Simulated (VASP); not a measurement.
## Se: electric field gradients with LDA

Se:

```
Se
1.0
     4.36620    0.00000    0.00000
    -2.18310    3.78124    0.00000
     0.00000    0.00000    4.95360
Se
3
Direct
  0.22540 0.00000 0.33333
  0.00000 0.22540 0.66667
  0.77460 0.77460 0.00000
```

| Property | Result |
| --- | --- |
| Program | VASP 6.6.1 |
| Task | electric field gradients |
| Functional | LDA |
| Potentials or basis | VASP PAW LDA potentials, release 64 (Se) |
| Cutoff | 520 eV |
| k mesh | 6 × 6 × 5 |
| Occupations | fermi-dirac, width 0.03 eV |
| Spin | no spin polarisation |
| Dipole correction | no |
| Further INCAR settings | ALGO = Normal; EDIFF = 1e-08; NBANDS = 16 |

The pressure is -1.1 GPa. The largest force is 0.261 eV/Å and the band gap on the k mesh is 1.18 eV (least direct gap 1.41 eV). The largest electric field gradient by atom is Se -494.0 V/Å².

Forces in eV/Å, atoms in the order of the input:
```
Se   0.261  0.000  0.000
Se  -0.131  0.226  0.000
Se  -0.131 -0.226  0.000
```

Stress tensor (GPa, compression positive):
```
-1.54  0.00  0.00
 0.00 -1.54  0.00
 0.00  0.00 -0.12
```

Levels at points of the mesh, in eV from the valence-band top:
```
           k point  band 6  band 7  band 8  band 9  band 10  band 11  band 12  band 13
(0.00, 0.00, 0.00)   -3.69   -1.95   -1.95   -0.30     1.90     1.90     2.19     5.99
(0.50, 0.00, 0.00)   -3.37   -2.84   -1.69   -0.90     1.93     2.34     4.16     5.19
```

Electric field gradients, principal values (V/Å²):
```csv
atom,least,middle,greatest (by size)
1 Se,164.876,329.113,-493.990
2 Se,164.876,329.113,-493.990
3 Se,164.877,329.114,-493.990
```

Run time: 28 s on 1 thread of Intel(R) Xeon(R) Platinum 8259CL CPU @ 2.50GHz (Skylake/Cascade Lake) (shared host), peak memory 0.17 GiB.

Caveat: without QUAD_EFG the Cq values of the log hold for a quadrupole moment of 1 mb, not for the nuclei; an odd mesh through Γ misses points on the zone boundary, where band edges can lie.
